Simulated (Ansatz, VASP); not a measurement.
InSe: VASP beside Ansatz

```
CELL_PARAMETERS angstrom
4.04360 0.00000 0.00000
-2.02180 3.50186 0.00000
0.00000 0.00000 16.76153
ATOMIC_POSITIONS crystal
In 0.33333 0.66667 0.16651
In 0.66667 0.33333 0.66651
In 0.33333 0.66667 0.33349
In 0.66667 0.33333 0.83349
Se 0.33333 0.66667 0.59024
Se 0.66667 0.33333 0.09024
Se 0.33333 0.66667 0.90976
Se 0.66667 0.33333 0.40976
```

Alike in both runs: task relaxation of cell and atoms; functional PBE; dispersion D3(BJ); k mesh 15 × 15 × 4; occupations gaussian, width 0.02 eV; no spin polarisation.

|  | VASP | Ansatz |
| --- | --- | --- |
| version | VASP 6.6.1 | Ansatz 0.2.0 |
| potentials or method | VASP PAW PBE potentials, release 64 (In_d, Se), cutoff 500 eV | scalar-relativistic, plane waves, PAW |
| valence electrons in the cell | 76 | 116 |

Ansatz gave:

* gap on the k mesh at the Fermi level, each at its own relaxed structure (eV): 0.37
* relaxed volume (Å³/atom): 29.51
* relaxed cell length with the largest relative difference (Å): 16.764

What did VASP give for the same quantities?

gap on the k mesh at the Fermi level, each at its own relaxed structure (eV): 0.35; relaxed volume (Å³/atom): 29.51; relaxed cell length with the largest relative difference (Å): 16.761.

VASP's potentials hold 76 valence electrons a cell and Ansatz's 116, so a difference there can come from the potentials and not from the codes.
